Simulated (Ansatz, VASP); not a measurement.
**NaCl: VASP beside Ansatz**

```
CELL_PARAMETERS angstrom
0.00000 2.76066 2.82372
2.76066 0.00000 2.82372
2.76066 2.76066 0.00000
ATOMIC_POSITIONS crystal
Na 0.00000 0.00000 0.00000
Cl 0.50000 0.50000 0.50000
```

Change from the starting cell: epitaxial_xy strain -1.5%.

Alike in both runs: task single point; functional PBE; k mesh 8 × 8 × 8; occupations fermi-dirac, width 0.02 eV; no spin polarisation.

```csv
,VASP,Ansatz
version,VASP 6.6.1,Ansatz 0.2.0
potentials or method,"VASP PAW PBE potentials, release 64 (Na_pv, Cl)","plane waves, PAW"
plane-wave cutoff (eV),520,420
valence electrons in the cell,14,16
```

|  | VASP | Ansatz | Ansatz less VASP |
| --- | --- | --- | --- |
| gap on the k mesh at the Fermi level (eV) | 5.26 | 5.26 | 0.000 |
| pressure (GPa) | 2.0 | 2.0 | +0.02 |
| traceless stress, the component that is largest in VASP (GPa) | -0.77 | -0.76 | +0.006 |

With one functional, cell and mesh, what is left measures potentials, basis and numerics. VASP's potentials hold 14 valence electrons a cell and Ansatz's 16, so a difference there can come from the potentials and not from the codes.
